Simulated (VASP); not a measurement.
A run of VASP 6.6.1:

The input INCAR:

```
SYSTEM = La
PREC = Accurate
ENCUT = 500
EDIFF = 1E-7
ISMEAR = -1
SIGMA = 0.05
LREAL = .FALSE.
LASPH = .TRUE.
NELM = 200
ALGO = Normal
ISIF = 3
LWAVE = .FALSE.
LCHARG = .FALSE.
GGA = PE
IBRION = 2
NSW = 80
EDIFFG = -0.03
GGA_COMPAT = .FALSE.
NELMIN = 4
LMAXMIX = 6
```

File KPOINTS:

```
Automatic mesh
0
G
  5 5 5
  0 0 0
```

The input POSCAR:

```
La
1.0
    0.0000000000      3.6500000000      3.6500000000
    3.6500000000      0.0000000000      3.6500000000
    3.6500000000      3.6500000000      0.0000000000
La
2
Direct
    1.0000000000      1.0000000000      1.0000000000
    0.2500000000      0.2500000000      0.2500000000
```

Potentials or basis: VASP PAW PBE potentials, release 64 (La).

The run is started by

```console
$ cat potpaw_PBE.64/La/POTCAR > POTCAR
$ mpirun -np 1 vasp_std > vasp.out
```

Hardware: 1 thread of Intel(R) Xeon(R) 6975P-C (Granite Rapids), with other jobs on the host.

**Question.** Estimate the wall time of this run.

**Answer.** It took 64 s on 1 thread of Intel(R) Xeon(R) 6975P-C (Granite Rapids), on a shared host, peak memory 0.25 GiB. Counts: scf iterations 56, k points 10, ion steps 4.
